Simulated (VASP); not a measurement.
# CrRuC4N4 (P4/mmm) in VASP: single point with PBE

Aim: the single point of CrRuC4N4 with PBE.

Everything below comes from runs of VASP 6.6.1. Logs are shortened: lines on timing, memory, paths and dates and some standing lists are left out, and cuts for length are marked.

**1. The cell of the first run**

It takes space group P4/mmm (No. 123, tetragonal). The conventional cell has a = 7.203 Å, b = 7.203 Å, c = 3.539 Å, α = 90.00°, β = 90.00°, γ = 90.00°. Cr (site symmetry 4/mmm) has 4 C at 1.94 Å within 2.6 Å. Ru (site symmetry 4/mmm) has 4 N at 1.99 Å within 2.6 Å. Within 1.6 Å of C (site symmetry m2m) lie 1 N at 1.17 Å. N (site symmetry m2m) has 1 C at 1.17 Å within 1.6 Å.

**2. Single point, PBE, collinear spin, ferromagnetic start**

INCAR reads:

```
  ALGO = Normal
  EDIFF = 1E-6
  ENCUT = 520
  GGA = PE
  ISIF = 2
  ISMEAR = 0
  ISPIN = 2
  LASPH = True
  LCHARG = False
  LMAXMIX = 4
  LORBIT = 11
  LREAL = False
  LWAVE = False
  MAGMOM = 3 1 0 0 0 0 0 0 0 0
  NBANDS = 46
  NELM = 150
  PREC = Accurate
  SIGMA = 0.1
```

KPOINTS reads:

```
k-points
0
Gamma
  4 4 6
```

POSCAR reads:

```
CrRuC4N4
1.0
    7.2025896700      0.0000000000      0.0000000000
    0.0000000000      7.2025896700      0.0000000000
    0.0000000000      0.0000000000      3.5392112800
Cr Ru C N
1 1 4 4
Direct
    0.0000000000      0.0000000000      0.0000000000
    0.5000000000      0.5000000000      0.0000000000
    0.1902611400      0.8097388600      0.0000000000
    0.8097388600      0.1902611400      0.0000000000
    0.1902611400      0.1902611400      0.0000000000
    0.8097388600      0.8097388600      0.0000000000
    0.3051246800      0.6948753200      0.0000000000
    0.6948753200      0.3051246800      0.0000000000
    0.3051246800      0.3051246800      0.0000000000
    0.6948753200      0.6948753200      0.0000000000
```

Potentials or basis: VASP PAW PBE potentials, release 64 (Cr_pv, Ru_pv, C, N).

On the command line:

```sh
$ cat potpaw_PBE.64/Cr_pv/POTCAR potpaw_PBE.64/Ru_pv/POTCAR potpaw_PBE.64/C/POTCAR potpaw_PBE.64/N/POTCAR > POTCAR
$ mpirun -np 1 vasp_std > vasp.out
```

OUTCAR:

```text
EDIFF = 1E-6
   ENCUT = 520
   GGA = PE
   ISIF = 2
   ISMEAR = 0
   ISPIN = 2
   LASPH = True
   LORBIT = 11
   LREAL = False
   NELM = 150
   PREC = Accurate

 ion  position               nearest neighbor table
   1  0.000  0.000  0.000-   3 1.94   4 1.94   5 1.94   6 1.94
   2  0.500  0.500  0.000-   7 1.99   8 1.99   9 1.99  10 1.99
   3  0.190  0.810  0.000-   7 1.17   1 1.94
   4  0.810  0.190  0.000-   8 1.17   1 1.94
   5  0.190  0.190  0.000-   9 1.17   1 1.94
   6  0.810  0.810  0.000-  10 1.17   1 1.94
   7  0.305  0.695  0.000-   3 1.17   2 1.99
   8  0.695  0.305  0.000-   4 1.17   2 1.99
   9  0.305  0.305  0.000-   5 1.17   2 1.99
  10  0.695  0.695  0.000-   6 1.17   2 1.99

  LATTYP: Found a simple tetragonal cell.
 ALAT       =     7.2025896700
 C/A-ratio  =     0.4913803843

  Lattice vectors:

 A1 = (   7.2025896700,   0.0000000000,   0.0000000000)
 A2 = (   0.0000000000,   7.2025896700,   0.0000000000)
 A3 = (   0.0000000000,   0.0000000000,   3.5392112800)

Analysis of symmetry for initial positions (statically):
=====================================================================
 Subroutine PRICEL returns:
 Original cell was already a primitive cell.

 Routine SETGRP: Setting up the symmetry group for a
 simple tetragonal supercell.

 Subroutine GETGRP returns: Found 16 space group operations
 (whereof 16 operations were pure point group operations)
 out of a pool of 16 trial point group operations.

The static configuration has the point symmetry D_4h.

Analysis of symmetry for dynamics (positions and initial velocities):
=====================================================================
 Subroutine PRICEL returns:
 Original cell was already a primitive cell.

 Routine SETGRP: Setting up the symmetry group for a
 simple tetragonal supercell.

 Subroutine GETGRP returns: Found 16 space group operations
 (whereof 16 operations were pure point group operations)
 out of a pool of 16 trial point group operations.

The dynamic configuration has the point symmetry D_4h.

Analysis of structural, dynamic, and magnetic symmetry:
=====================================================================
 Subroutine PRICEL returns:
 Original cell was already a primitive cell.

 Routine SETGRP: Setting up the symmetry group for a
 simple tetragonal supercell.
[... 165 lines left out ...]
  free energy    TOTEN  =       -83.90611743 eV

  energy without entropy =      -83.86993517  energy(sigma->0) =      -83.88802630

 E-fermi :   0.1115     XC(G=0):  -7.8129

 val. band max:        0.1087053870   @ k =   0.2500   0.2500   0.0000
 cond. band min:       0.1147873938   @ k =   0.2500   0.2500   0.5000
 fundamental gap:      0.0060820068
 Fermi energy:         0.1115229762

 spin component 1

 k-point     1 :       0.0000    0.0000    0.0000
  band No.  band energies     occupation
      1     -44.0646      1.00000
      2     -43.9300      1.00000
      3     -43.9300      1.00000
      4     -42.3918      1.00000
      5     -42.3918      1.00000
      6     -41.8145      1.00000
[... 1093 lines left out ...]
     42       5.1944      0.00000
     43       5.2909      0.00000
 Fermi energy:         0.1115229762

 spin component 2

 k-point     1 :       0.0000    0.0000    0.0000
  band No.  band energies     occupation
      1     -43.0115      1.00000
      2     -43.0115      1.00000
      3     -42.6885      1.00000
      4     -41.2303      1.00000
      5     -41.2303      1.00000
      6     -40.6796      1.00000
[... 1093 lines left out ...]
     42       5.8074      0.00000
     43       6.0987      0.00000
 [bands above 43 left out]

------------------------ aborting loop because EDIFF is reached ----------------------------------------

  FORCE on cell =-STRESS in cart. coord.  units (eV):
  Direction    XX          YY          ZZ          XY          YZ          ZX
  --------------------------------------------------------------------------------------
  -------------------------------------------------------------------------------------
  Total        5.0680035      5.0680035     -2.1958614      0.0000000      0.0000000      0.0000000
  in kB       44.2245729     44.2245729    -19.1615958      0.0000000      0.0000000      0.0000000
  external PRESSURE =      23.0958500 kB  Pullay stress =       0.0000000 kB

 VOLUME and BASIS-vectors are now :
 -----------------------------------------------------------------------------
  energy-cutoff  :      520.00
  volume of cell :      183.60
      direct lattice vectors                 reciprocal lattice vectors
     7.202589670  0.000000000  0.000000000     0.138838952  0.000000000  0.000000000
     0.000000000  7.202589670  0.000000000     0.000000000  0.138838952  0.000000000
     0.000000000  0.000000000  3.539211280     0.000000000  0.000000000  0.282548828

 POSITION                                       TOTAL-FORCE (eV/Angst)
 -----------------------------------------------------------------------------------
      0.00000      0.00000      0.00000         0.000000      0.000000      0.000000
      3.60129      3.60129      0.00000         0.000000      0.000000      0.000000
      1.37037      5.83222      0.00000         0.102098     -0.102098     -0.000000
      5.83222      1.37037      0.00000        -0.102098      0.102098      0.000000
      1.37037      1.37037      0.00000         0.102098      0.102098      0.000000
      5.83222      5.83222      0.00000        -0.102098     -0.102098      0.000000
      2.19769      5.00490      0.00000         0.960149     -0.960149      0.000000
      5.00490      2.19769      0.00000        -0.960149      0.960149     -0.000000
      2.19769      2.19769      0.00000         0.960149      0.960149      0.000000
      5.00490      5.00490      0.00000        -0.960149     -0.960149      0.000000
 -----------------------------------------------------------------------------------
    total drift:                                0.000000      0.000000      0.000000

  FREE ENERGIE OF THE ION-ELECTRON SYSTEM (eV)
  ---------------------------------------------------
  free  energy   TOTEN  =       -83.9061174336 eV

  energy  without entropy=      -83.8699351743  energy(sigma->0) =      -83.88802630

 total charge

# of ion       s       p       d       tot
------------------------------------------
    1        0.363   6.450   4.134  10.947
    2        0.333   6.280   5.841  12.453
    3        0.963   1.653   0.000   2.616
    4        0.963   1.653   0.000   2.616
    5        0.963   1.653   0.000   2.616
    6        0.963   1.653   0.000   2.616
    7        1.298   2.600   0.000   3.898
    8        1.298   2.600   0.000   3.898
    9        1.298   2.600   0.000   3.898
   10        1.298   2.600   0.000   3.898
--------------------------------------------------
tot          9.739  29.744   9.975  49.458

 magnetization (x)

# of ion       s       p       d       tot
------------------------------------------
    1        0.050   0.042   2.843   2.934
    2       -0.022  -0.008  -0.915  -0.945
    3       -0.014  -0.058   0.000  -0.072
    4       -0.014  -0.058   0.000  -0.072
    5       -0.014  -0.058   0.000  -0.072
    6       -0.014  -0.058   0.000  -0.072
    7        0.004   0.079   0.000   0.082
    8        0.004   0.079   0.000   0.082
    9        0.004   0.079   0.000   0.082
   10        0.004   0.079   0.000   0.082
--------------------------------------------------
tot         -0.013   0.116   1.928   2.031
```

OSZICAR:

```text
N       E                     dE             d eps       ncg     rms          rms(c)
DAV:   1     0.507619226682E+03    0.50762E+03   -0.31943E+04  4832   0.123E+03
DAV:   2    -0.493088785289E+02   -0.55693E+03   -0.52947E+03  5138   0.334E+02
[... 16 lines left out ...]
DAV:  19    -0.839060946343E+02    0.41107E-03   -0.32684E-04  5256   0.100E-01    0.192E-01
DAV:  20    -0.839059542978E+02    0.14034E-03   -0.30831E-04  5066   0.890E-02    0.118E-01
DAV:  21    -0.839060681055E+02   -0.11381E-03   -0.94656E-05  5154   0.534E-02    0.758E-02
DAV:  22    -0.839061104263E+02   -0.42321E-04   -0.58205E-05  5350   0.408E-02    0.314E-02
DAV:  23    -0.839061168926E+02   -0.64662E-05   -0.11842E-05  5186   0.171E-02    0.154E-02
DAV:  24    -0.839061174336E+02   -0.54101E-06   -0.15694E-06  3912   0.623E-03
   1 F= -.83906117E+02 E0= -.83888026E+02  d E =-.361823E-01  mag=     2.3333
```

stdout:

```text
POSCAR found type information on POSCAR CrRuC N
 POSCAR found :  4 types and      10 ions
 scaLAPACK will be used
 LDA part: xc-table for (Slater+PW92), standard interpolation
 POSCAR, INCAR and KPOINTS ok, starting setup
 FFT: planning ... GRIDC
 FFT: planning ... GRID_SOFT
 FFT: planning ... GRID
 WAVECAR not read
 entering main loop
```

It took 10 min on 1 thread of AMD EPYC 7R13, shared host; peak memory 0.49 GiB.

Results:

```
Free energy                                           : -83.9061 eV
Pressure                                              : 2.3 GPa
Largest force                                         : 1.358 eV/Å
Net moment                                            : 2.33 μB per cell
Site moments                                          : Cr +2.93; Ru -0.94; C -0.07; N +0.08 μB
Valence electrons inside the program's atomic spheres : Cr 10.95; Ru 12.45; C 2.62; N 3.90
```

Forces on the atoms (eV/Å):
```
Cr   0.000  0.000  0.000
Ru   0.000  0.000  0.000
C    0.102 -0.102  0.000
C   -0.102  0.102  0.000
C    0.102  0.102  0.000
C   -0.102 -0.102  0.000
N    0.960 -0.960  0.000
N   -0.960  0.960  0.000
N    0.960  0.960  0.000
N   -0.960 -0.960  0.000
```

Caveat: the stress differs along the axes, from -2 to 4 GPa; a cell with one magnetic atom can't hold antiferromagnetic order, which such compounds often take; forces of over 1 eV/Å act on the atoms, so gaps and moduli don't describe the material at rest.
